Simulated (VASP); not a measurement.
Runs of VASP 6.6.1 on Sr3Cd. The structure is that of space group Pm-3m (No. 221), or close to it. The cells are those of the table. 

```tsv
task	cell	k mesh	cutoff (eV)	gap on the mesh (eV)	pressure (GPa)
relaxation of cell and atoms	relaxed from a = 5.088 Å, 4 atoms	4 × 4 × 4	600	none	0.0
single point	a = 5.088 Å, 4 atoms	4 × 4 × 4	520	none	(a)
single point	a = 5.558 Å, 4 atoms	8 × 8 × 8	520	none	0.1
single point	a = 5.555 Å, 4 atoms	4 × 4 × 4	520	none	-0.1
```

Alike in all rows: level PBE; potentials or basis VASP PAW PBE potentials, release 64 (Sr_sv, Cd); no spin polarisation; smearing gaussian 0.1 eV.

Problem. Fill in the values left out.

Solution. (a) 6.2.

A k mesh can miss the band edges, and the runs leave out spin-orbit coupling on Cd, Sr.

A gap of «none» marks levels without a gap at the run's occupations.
